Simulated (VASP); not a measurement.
A run of VASP 6.6.1 is set up as follows.

The input INCAR:

```
SYSTEM = Hf
PREC = Accurate ; ENCUT = 500
EDIFF = 1E-6 ; ISMEAR = -1
SIGMA = 0.1 ; LREAL = .False.
LASPH = .True. ; NELM = 120
ALGO = Normal ; ISIF = 2
LWAVE = .False. ; LCHARG = .False.
GGA = PS ; NBANDS = 17
GGA_COMPAT = .False.
```

Contents of KPOINTS:

```
regular mesh
0
Gamma
  18 18 10
  0 0 0
```

POSCAR

```
Hf
1.0
    3.0732931882      0.0000000000      0.0000000000
   -1.5366465941      2.6615499742      0.0000000000
    0.0000000000      0.0000000000      4.8900419578
Hf
2
Direct
    0.3333333333      0.6666666667      0.2500000000
    0.6666666667      0.3333333333      0.7500000000
```

Potentials or basis: VASP PAW PBE potentials, release 64 (Hf_pv).

Command:

```console
$ cat potpaw_PBE.64/Hf_pv/POTCAR > POTCAR
$ mpirun -np 1 vasp_std > vasp.out
```

Q: Estimate the pressure.

A: 9.6 GPa.

Q: Predict the band gap on the k mesh.

A: Zero (band 10 reaches 6.75 eV, above the bottom of band 11 at 5.22 eV).

Stress tensor (GPa, compression positive):
```
9.69 0.00 0.00
0.00 9.69 0.00
0.00 0.00 9.57
```

Caveat: the PAW data sets were made with another functional, which shifts forces and pressure a little; spin-orbit coupling is left out, which moves the levels of the heavy elements.
